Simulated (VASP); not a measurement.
A run of VASP 6.6.1:

The input POSCAR:

```
CuCl2
1.0
    4.5206480000      0.0000000000      0.0000000000
    0.0000000000      4.5206480000      0.0000000000
    0.0000000000      0.0000000000      4.3177120000
Cu Cl
1 2
Direct
    0.0000000000      0.0000000000      0.0000000000
    0.5000000000      0.0000000000      0.0000000000
    0.0000000000      0.5000000000      0.0000000000
```

The input INCAR.step1:

```
PREC = Accurate
ENCUT = 520
ISMEAR = 1
SIGMA = 0.15
LREAL = False
LASPH = True
NELM = 60
NBANDS = 20
GGA = PE
ALGO = Normal
EDIFF = 1E-4
LWAVE = True
LCHARG = False
```

The input INCAR.step2:

```
PREC = Accurate
ENCUT = 520
EDIFF = 1E-7
ISMEAR = 1
SIGMA = 0.15
LREAL = False
LASPH = True
NELM = 60
ALGO = Normal
ISIF = 2
LWAVE = False
LCHARG = False
METAGGA = R2SCAN
LMIXTAU = True
NBANDS = 20
ISTART = 1
```

Contents of KPOINTS:

```
regular mesh
0
Gamma
  7 7 7
```

Potentials or basis: VASP PAW PBE potentials, release 64 (Cu, Cl).

Command:

```console
$ cat potpaw_PBE.64/Cu/POTCAR potpaw_PBE.64/Cl/POTCAR > POTCAR
$ cp INCAR.step1 INCAR
$ mpirun -np 1 vasp_std > vasp.out
$ cp INCAR.step2 INCAR
$ mpirun -np 1 vasp_std > vasp.out
```

Hardware: 1 thread of Intel(R) Xeon(R) 6975P-C (Granite Rapids), with other jobs on the host.

Q: Estimate the wall time of this run.

A: It took 100 s on 1 thread of Intel(R) Xeon(R) 6975P-C (Granite Rapids) (shared host), peak memory 0.23 GiB. Counts: k points 40.
